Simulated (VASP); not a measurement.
Crystal: Hf3Si2.

```
Hf Si
1.0
     6.98985    0.00000    0.00000
     0.00000    6.98985    0.00000
     0.00000    0.00000    3.66328
Hf Si
6 4
Direct
  0.67323 0.82677 0.50000
  0.82677 0.32677 0.50000
  0.32677 0.17323 0.50000
  0.17323 0.67323 0.50000
  0.50000 0.50000 0.00000
  0.00000 0.00000 0.00000
  0.62360 0.12360 0.00000
  0.87640 0.62360 0.00000
  0.12360 0.37640 0.00000
  0.37640 0.87640 0.00000
```

```yaml
Program: VASP 6.6.1
Task: relaxation of cell and atoms
Functional: PBEsol
Potentials_or_basis: VASP PAW PBE potentials, release 64 (Hf_pv, Si)
Cutoff: 600 eV
k_mesh: 6 × 6 × 10
Occupations: gaussian, width 0.1 eV
Spin: no spin polarisation
```

At the start: pressure -2.7 GPa; volume 17.90 Å³/atom.

How do energy, volume and symmetry change on relaxing?

Over 12 steps the energy falls by 3.6 meV/atom and the volume is 17.55 Å³/atom (-1.9 %); space group P4/mbm (No. 127, to 0.1 Å) before and after.

The path:
```
step  energy change (eV)  largest force (eV/Å)  pressure (GPa)  volume (Å³)
   1              0.0000                0.0769           -2.67       178.98
   2              0.0204                0.0558            4.08       171.37
   3             -0.0302                0.0611            0.13       175.61
   4             -0.0352                0.0218            0.06       175.57
   5             -0.0361                0.0332            0.02       175.54
   6             -0.0361                0.0318            0.02       175.54
   7             -0.0362                0.0075           -0.04       175.60
   8             -0.0362                0.0092           -0.05       175.61
   9             -0.0362                0.0082            0.02       175.49
  10             -0.0363                0.0090            0.03       175.52
  11             -0.0363                0.0092            0.02       175.54
  12             -0.0363                0.0023            0.00       175.55
```

Final structure:
```
Hf Si
1.0
     6.97621    0.00000    0.00000
     0.00000    6.97621    0.00000
     0.00000    0.00000    3.60713
Hf Si
6 4
Direct
  0.67388 0.82612 0.50000
  0.82612 0.32612 0.50000
  0.32612 0.17388 0.50000
  0.17388 0.67388 0.50000
  0.50000 0.50000 0.00000
  0.00000 0.00000 0.00000
  0.62381 0.12381 0.00000
  0.87619 0.62381 0.00000
  0.12381 0.37619 0.00000
  0.37619 0.87619 0.00000
```

Caveat: the PAW data sets were made with another functional, which shifts forces and pressure a little.
